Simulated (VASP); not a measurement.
# As in VASP: single point with revPBE+D3(BJ)

Aim: the single point of As with revPBE+D3(BJ).

All numbers are computed with VASP 6.6.1; they aren't measurements. Logs are shortened: lines on timing, memory, paths and dates and some standing lists are left out, and cuts for length are marked.

## (1) The cell of the first run

The cell holds a slab with vacuum, 6 atoms: a = 6.175 Å, b = 6.175 Å, c = 22.276 Å, α = 90.00°, β = 90.00°, γ = 120.00°.

## (2) Single point, revPBE+D3(BJ)

Input file INCAR:

```
SYSTEM = As
ALGO = Normal
DIPOL = 0.5 0.5 0.629
EDIFF = 1E-6
ENCUT = 400
GGA = RE
GGA_COMPAT = .False.
IDIPOL = 3
ISIF = 2
ISMEAR = 0
IVDW = 12
LASPH = .True.
LCHARG = .False.
LDIPOL = .True.
LREAL = .False.
LWAVE = .False.
NBANDS = 24
NELM = 120
NELMDL = -8
PREC = Accurate
SIGMA = 0.04
```

Input file KPOINTS:

```
k-points
0
Gamma
  6 6 1
  0 0 0
```

Input file POSCAR:

```
As
1.0
   -0.0000000286      6.1748589078      0.0000000000
   -5.3475846646     -3.0874294786      0.0000000000
    0.0000000000      0.0000000000     22.2759988712
As
6
Direct
    0.6190476420      0.5238094691      0.5947514393
    0.2857143086      0.8571428025      0.5940704439
    0.9523809753      0.1904761358      0.6004418559
    0.2904093739      0.1879319467      0.6606939510
    0.9549251644      0.5310487235      0.6606939510
    0.6118083876      0.8524477372      0.6606939510
```

Potentials or basis: VASP PAW PBE potentials, release 64 (As).

Launch:

```
> cat potpaw_PBE.64/As/POTCAR > POTCAR
> mpirun -np 1 vasp_std > vasp.out
```

OUTCAR:

```text
SYSTEM = As
   EDIFF = 1E-6
   ENCUT = 400
   GGA = RE
   ISIF = 2
   ISMEAR = 0
   IVDW = 12
   LASPH = .True.
   LREAL = .False.
   NELM = 120
   NELMDL = -8
   PREC = Accurate
 IVDW          = 12

 ion  position               nearest neighbor table
   1  0.619  0.524  0.595-   5 2.52   4 2.52   6 2.52
   2  0.286  0.857  0.594-   4 2.51   5 2.51   6 2.51
   3  0.952  0.190  0.600-   5 2.49   4 2.49   6 2.49
   4  0.290  0.188  0.661-   3 2.49   2 2.51   1 2.52
   5  0.955  0.531  0.661-   3 2.49   2 2.51   1 2.52
   6  0.612  0.852  0.661-   3 2.49   2 2.51   1 2.52

  LATTYP: Found a hexagonal cell.
 ALAT       =     6.1748589078
 C/A-ratio  =     3.6075316382

  Lattice vectors:

 A1 = (  -0.0000000286,   6.1748589078,   0.0000000000)
 A2 = (  -5.3475846646,  -3.0874294786,   0.0000000000)
 A3 = (   0.0000000000,   0.0000000000,  22.2759988712)

Analysis of symmetry for initial positions (statically):
=====================================================================
 Subroutine PRICEL returns:
 Original cell was already a primitive cell.

 Routine SETGRP: Setting up the symmetry group for a
 hexagonal supercell.

 Subroutine GETGRP returns: Found  3 space group operations
 (whereof  1 operations were pure point group operations)
 out of a pool of 24 trial point group operations.

The static configuration has the point symmetry C_1 .
 The point group associated with its full space group is C_3 .

Analysis of symmetry for dynamics (positions and initial velocities):
=====================================================================
 Subroutine PRICEL returns:
 Original cell was already a primitive cell.

 Routine SETGRP: Setting up the symmetry group for a
 hexagonal supercell.

 Subroutine GETGRP returns: Found  3 space group operations
 (whereof  1 operations were pure point group operations)
 out of a pool of 24 trial point group operations.

The dynamic configuration has the point symmetry C_1 .
 The point group associated with its full space group is C_3 .

 Subroutine INISYM returns: Found  3 space group operations
 (whereof  1 operations are pure point group operations),
 and found     1 'primitive' translations

----------------------------------------------------------------------------------------

                                     Primitive cell

  volume of cell :     735.5664

  direct lattice vectors                    reciprocal lattice vectors
    -0.000000029  6.174858908  0.000000000    -0.093500156  0.161947020  0.000000000
    -5.347584665 -3.087429479  0.000000000    -0.187000311 -0.000000001  0.000000000
     0.000000000  0.000000000 22.275998871     0.000000000  0.000000000  0.044891365

  length of vectors
     6.174858908  6.174858908 22.275998871     0.187000311  0.187000311  0.044891365

  position of ions in fractional coordinates (direct lattice)
     0.619047642  0.523809469  0.594751439
     0.285714309  0.857142803  0.594070444
     0.952380975  0.190476136  0.600441856
     0.290409374  0.187931947  0.660693951
     0.954925164  0.531048723  0.660693951
     0.611808388  0.852447737  0.660693951

  ion indices of the primitive-cell ions
   primitive index   ion index
                 1           1
                 2           2
                 3           3
                 4           4
                 5           5
                 6           6

----------------------------------------------------------------------------------------

 KPOINTS: k-points

Automatic generation of k-mesh.
 Grid dimensions read from file:
 generate k-points for:    6    6    1

 Generating k-lattice:

  Cartesian coordinates                     Fractional coordinates (reciprocal lattice)
    -0.015583359  0.026991170  0.000000000     0.166666667 -0.000000000  0.000000000
    -0.031166719 -0.000000000  0.000000000     0.000000000  0.166666667  0.000000000
     0.000000000  0.000000000  0.044891365     0.000000000  0.000000000  1.000000000

  Length of vectors
     0.031166719  0.031166719  0.044891365

  Shift w.r.t. Gamma in fractional coordinates (k-lattice)
     0.000000000  0.000000000  0.000000000

 Subroutine IBZKPT returns following result:
 ===========================================

 Found      8 irreducible k-points:

 Following reciprocal coordinates:
            Coordinates               Weight
  0.000000  0.000000  0.000000      1.000000
  0.166667  0.000000  0.000000      6.000000
  0.333333 -0.000000  0.000000      6.000000
  0.500000  0.000000  0.000000      3.000000
  0.166667  0.166667  0.000000      6.000000
  0.333333  0.166667  0.000000      6.000000
 -0.333333  0.500000  0.000000      6.000000
  0.333333  0.333333  0.000000      2.000000
   k-points           NKPTS =      8   k-points in BZ     NKDIM =      8   number of bands    NBANDS=     24
   number of dos      NEDOS =    301   number of ions     NIONS =      6
   total plane-waves  NPLWV = 240000
   dimension x,y,z NGX =    40 NGY =   40 NGZ =  150
   dimension x,y,z NGXF=    80 NGYF=   80 NGZF=  300
   ions per type =               6
   NGX,Y,Z   is equivalent  to a cutoff of  10.77, 10.77, 11.19 a.u.
   NGXF,Y,Z  is equivalent  to a cutoff of  21.54, 21.54, 22.39 a.u.
 SYSTEM =  As
   PREC   = accura    normal or accurate (medium, high low for compatibility)
   ISTART =      0    job   : 0-new  1-cont  2-samecut
   ICHARG =      2    charge: 1-file 2-atom 10-const
   ISPIN  =      1    spin polarized calculation?
   LNONCOLLINEAR =      F non collinear calculations
   LSORBIT =      F    spin-orbit coupling
   LASPH  =      T    aspherical Exc in radial PAW
   ENCUT  =  400.0 eV  29.40 Ry    5.42 a.u.  10.07 10.07 36.33*2*pi/ulx,y,z
   NELM   =    120;   NELMIN=  2; NELMDL= -8     # of ELM steps
   EDIFF  = 0.1E-05   stopping-criterion for ELM
   LREAL  =      F    real-space projection
   EDIFFG = 0.1E-04   stopping-criterion for IOM
   NSW    =      0    number of steps for IOM
   IBRION =     -1    ionic relax: 0-MD 1-quasi-New 2-CG
   NFREE  =      0    steps in history (QN), initial steepest desc. (CG)
   ISIF   =      2    stress and relaxation
   ISYM   =      2    0-nonsym 1-usesym 2-fastsym
   POTIM  = 0.5000    time-step for ionic-motion
   TEBEG  =    0.0;   TEEND  =   0.0 temperature during run
   PSTRESS=    0.0 pullay stress
   NELECT =      30.0000    total number of electrons
   NUPDOWN=      -1.0000    fix difference up-down
   EMIN   =  10.00;   EMAX   =-10.00  energy-range for DOS
   EFERMI =   0.00;   METHOD = LEGACY
   ISMEAR =     0;   SIGMA  =   0.04  broadening in eV -4-tet -1-fermi 0-gaus
   EFERMI_NEDOS =   21; number of points for ismear=-14 and -15
   IALGO  =     38    algorithm
   IMIX   =      4    mixing-type and parameters
     AMIX     =   0.40;   BMIX     =  1.00
     AMIX_MAG =   1.60;   BMIX_MAG =  1.00
  volume/ion in A,a.u.               =     122.59       827.31
  Fermi-wavevector in a.u.,A,eV,Ry     =   0.563518  1.064895  4.320568  0.317553
  Thomas-Fermi vector in A             =   1.600692
   LORBIT       =      0    0 simple, 1 ext, 2 COOP (PROOUT), +10 PAW based schemes
   GGA     = RE    functional components
   LHFCALC =     F    Hartree Fock is set to
   AEXX    =    0.0000 exact exchange contribution
   IVDW    =    12    specifies the selected vdW correction
   LEPSILON=     F    determine dielectric tensor
   LRPA    =     F    only Hartree local field effects (RPA)
 non-spin polarized calculation
 Gauss-broadening in eV      SIGMA  =   0.04
  energy-cutoff  :      400.00
  volume of cell :      735.57
 maximum number of plane-waves:     13410
   NGX = 21   NGY = 21   NGZ = 73

 dipolmoment           0.000000      0.000000     -0.000001 electrons x Angstroem

 number of electron      29.9999999 magnetization

 dipolmoment           0.000000      0.000000      0.000066 electrons x Angstroem

 Free energy of the ion-electron system (eV)
  ---------------------------------------------------
  ext. energy  EPLUGINS =         0.00000000
  ---------------------------------------------------
  free energy    TOTEN  =       -26.45283403 eV

  energy without entropy =      -26.45283403  energy(sigma->0) =      -26.45283403

 E-fermi :  -3.1126     XC(G=0):  -2.3721

 val. band max:       -3.2841140796   @ k =   0.0000   0.0000   0.0000
 cond. band min:      -1.8518579030   @ k =   0.3333   0.3333   0.0000
 fundamental gap:      1.4322561766
 Fermi energy:        -3.1126320302

 k-point     1 :       0.0000    0.0000    0.0000
  band No.  band energies     occupation
      1     -16.9916      2.00000
      2     -13.3805      2.00000
      3     -13.3583      2.00000
      4     -13.3583      2.00000
      5     -13.3363      2.00000
      6     -10.7934      2.00000
[... 16 lines left out ...]
     23       1.0173      0.00000
     24       1.1065      0.00000

 k-point     2 :       0.1667    0.0000    0.0000
  band No.  band energies     occupation
      1     -16.8655      2.00000
      2     -14.1934      2.00000
      3     -13.9731      2.00000
      4     -12.8130      2.00000
      5     -12.5564      2.00000
      6     -10.7643      2.00000
[... 16 lines left out ...]
     23       0.8458      0.00000
     24       1.3317      0.00000

 k-point     3 :       0.3333   -0.0000    0.0000
  band No.  band energies     occupation
      1     -16.4921      2.00000
      2     -15.0926      2.00000
      3     -14.3558      2.00000
      4     -12.5966      2.00000
      5     -11.6909      2.00000
      6     -10.7522      2.00000
[... 16 lines left out ...]
     23       1.1654      0.00000
     24       1.4288      0.00000
[... 82 lines left out ...]
 k-point     7 :      -0.3333    0.5000    0.0000
  band No.  band energies     occupation
      1     -16.1282      2.00000
      2     -15.4317      2.00000
      3     -14.8448      2.00000
      4     -12.1186      2.00000
      5     -11.4297      2.00000
      6     -10.8766      2.00000
[... 16 lines left out ...]
     23       0.8941      0.00000
     24       1.1275      0.00000

 k-point     8 :       0.3333    0.3333    0.0000
  band No.  band energies     occupation
      1     -15.5736      2.00000
      2     -15.5697      2.00000
      3     -15.5059      2.00000
      4     -11.4166      2.00000
      5     -11.4036      2.00000
      6     -11.2632      2.00000
[... 16 lines left out ...]
     23       1.1394      0.00000
     24       1.1402      0.00000

------------------------ aborting loop because EDIFF is reached ----------------------------------------

 vacuum level on the upper side and lower side of the slab       (xc-potential included)        -0.011        -0.011

 Edisp (eV)   -2.59440

 E8    (eV) :    -1.8637

  FORCE on cell =-STRESS in cart. coord.  units (eV):
  Direction    XX          YY          ZZ          XY          YZ          ZX
  --------------------------------------------------------------------------------------
  -------------------------------------------------------------------------------------
  Total      -0.35368    -0.35368    -1.29910    -0.00000    -0.00000     0.00000
  in kB      -0.77037    -0.77037    -2.82964    -0.00000    -0.00000     0.00000
  external pressure =       -1.46 kB  Pullay stress =        0.00 kB

 VOLUME and BASIS-vectors are now :
 -----------------------------------------------------------------------------
  energy-cutoff  :      400.00
  volume of cell :      735.57
      direct lattice vectors                 reciprocal lattice vectors
    -0.000000029  6.174858908  0.000000000    -0.093500156  0.161947020  0.000000000
    -5.347584665 -3.087429479  0.000000000    -0.187000311 -0.000000001  0.000000000
     0.000000000  0.000000000 22.275998871     0.000000000  0.000000000  0.044891365

 POSITION                                       TOTAL-FORCE (eV/Angst)
 -----------------------------------------------------------------------------------
     -2.80112      2.20531     13.24868         0.000000      0.000000      0.528302
     -4.58364     -0.88212     13.23351         0.000000      0.000000      0.438915
     -1.01859      5.29274     13.37544         0.000000      0.000000     -0.112223
     -1.00498      1.21301     14.71762        -0.069765      0.116866     -0.284998
     -2.83983      4.25695     14.71762        -0.066326     -0.118851     -0.284998
     -4.55854      1.14596     14.71762         0.136092      0.001986     -0.284998
 -----------------------------------------------------------------------------------
    total drift:                               -0.000002      0.000001      0.000878

  FREE ENERGIE OF THE ION-ELECTRON SYSTEM (eV)
  ---------------------------------------------------
  free  energy   TOTEN  =       -29.0472353140 eV

  energy  without entropy=      -29.0472353140  energy(sigma->0) =      -29.04723531

 vacuum level on the upper side and lower side of the slab         1.687         1.689
```

It took 2.9 min on 1 thread of AMD EPYC 7R43 (Zen 3), shared host; peak memory 0.46 GiB.

Results:

- Free energy: -29.0472 eV
- Largest force: 0.528 eV/Å
- Band gap on the k mesh: 1.43 eV
- Dispersion energy per atom: -0.432 eV

Forces on the atoms (eV/Å):
```
As   0.000  0.000  0.528
As   0.000  0.000  0.439
As   0.000  0.000 -0.112
As  -0.070  0.117 -0.285
As  -0.066 -0.119 -0.285
As   0.136  0.002 -0.285
```

Caveat: the PAW data sets were made with another functional, which shifts forces and pressure a little.
